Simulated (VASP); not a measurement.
Set up this calculation in VASP 6.6.1, as the native input.

```yaml
Task: single point
Functional: PBEsol
Potentials_or_basis: VASP PAW PBE potentials, release 64 (V_sv)
Cutoff: 520 eV
k_mesh: 20 × 20 × 20
Occupations: gaussian, width 0.1 eV
Spin: no spin polarisation
Dipole_correction: no
Further_INCAR_settings: ALGO = Normal; EDIFF = 1e-07; NBANDS = 12
```

The structure of V lies in POSCAR:

```
V
1.0
   -1.4286199817      1.4286199817      1.4286199817
    1.4286199817     -1.4286199817      1.4286199817
    1.4286199817      1.4286199817     -1.4286199817
V
1
Direct
    0.0000000000      0.0000000000      0.0000000000
```

One way to write it, as run:

INCAR

```
SYSTEM = V
PREC = Accurate ; ENCUT = 520
EDIFF = 1E-7 ; ISMEAR = 0
SIGMA = 0.1 ; LREAL = .FALSE.
LASPH = .TRUE. ; NELM = 60
ALGO = Normal ; ISIF = 2
LWAVE = .FALSE. ; LCHARG = .TRUE.
GGA = PS ; LELF = .TRUE.
LVHAR = .TRUE. ; NBANDS = 12
```

KPOINTS

```
Automatic mesh
0
G
  20 20 20
  0 0 0
```

Potentials or basis: VASP PAW PBE potentials, release 64 (V_sv).

Launch:

```bash
$ cat potpaw_PBE.64/V_sv/POTCAR > POTCAR
$ mpirun -np 1 vasp_std > vasp.out
```

Results of the run:

The pressure is 25.5 GPa and the band gap on the k mesh is zero (an odd number of electrons rules out a gap without spin polarisation).

Caveat: the cell stands under pressure; the PAW data sets were made with another functional, which shifts forces and pressure a little.

It took 32 s on 1 thread of Intel Xeon 8259CL (shared host), peak memory 0.14 GiB.
